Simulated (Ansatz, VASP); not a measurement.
**AlN: VASP beside Ansatz**

The input INCAR:

```
PREC = Accurate
ENCUT = 520
EDIFF = 1E-7
ISMEAR = 0
SIGMA = 0.016
LREAL = False
LASPH = True
NELM = 80
ALGO = Normal
ISIF = 2
LWAVE = False
LCHARG = False
GGA = PE
NBANDS = 11
```

The input KPOINTS:

```
Automatic mesh
0
Gamma
  11 11 11
```

File POSCAR:

```
AlN
1.0
    0.0000000000      2.0345180000      2.0345180000
    2.0345180000      0.0000000000      2.0345180000
    2.0345180000      2.0345180000      0.0000000000
Al N
1 1
Direct
    0.5000000000      0.5000000000      0.5000000000
    0.0000000000      0.0000000000      0.0000000000
```

The input input.yaml:

```yaml
crystal:
  lattice:
    - [0.0, 2.034518, 2.034518]
    - [2.034518, 0.0, 2.034518]
    - [2.034518, 2.034518, 0.0]
  atoms:
    - { symbol: Al, position: [0.5, 0.5, 0.5] }
    - { symbol: "N", position: [0.0, 0.0, 0.0] }
hamiltonian:
  xc: pbe
  pseudopotentials: { kind: paw }
kpoints:
  mp_grid: { grid: [11, 11, 11] }
scf:
  occupations: { method: gaussian, width: 0.016 }
output:
  forces: true
  stress: true
  eigenvalues: true
  write_density: true
  write_potential: true
  elf: true
  volumetric_format: npy
```

Alike in both runs: task single point; functional PBE; k mesh 11 × 11 × 11; occupations gaussian, width 0.016 eV; no spin polarisation.

|  | VASP | Ansatz |
| --- | --- | --- |
| version | VASP 6.6.1 | Ansatz 0.2.0 |
| potentials or method | VASP PAW PBE potentials, release 64 (Al, N) | Ansatz PAW |
| plane-wave cutoff (eV) | 520 | 420 |
| valence electrons in the cell | 8 | 8 |

|  | VASP | Ansatz | Ansatz less VASP |
| --- | --- | --- | --- |
| gap on the k mesh at the Fermi level (eV) | 4.55 | 4.58 | +0.022 |
| least direct gap on the mesh (eV) | 5.41 | 5.40 | -0.011 |
| pressure (GPa) | 0.0 | 0.3 | +0.27 |

The functional is the same, so the differences come from potentials, cutoffs and numerics.

Noted on Ansatz's run: odd divisions of the mesh miss points on the zone boundary, where band edges often lie, so the gap on the mesh can be too wide.
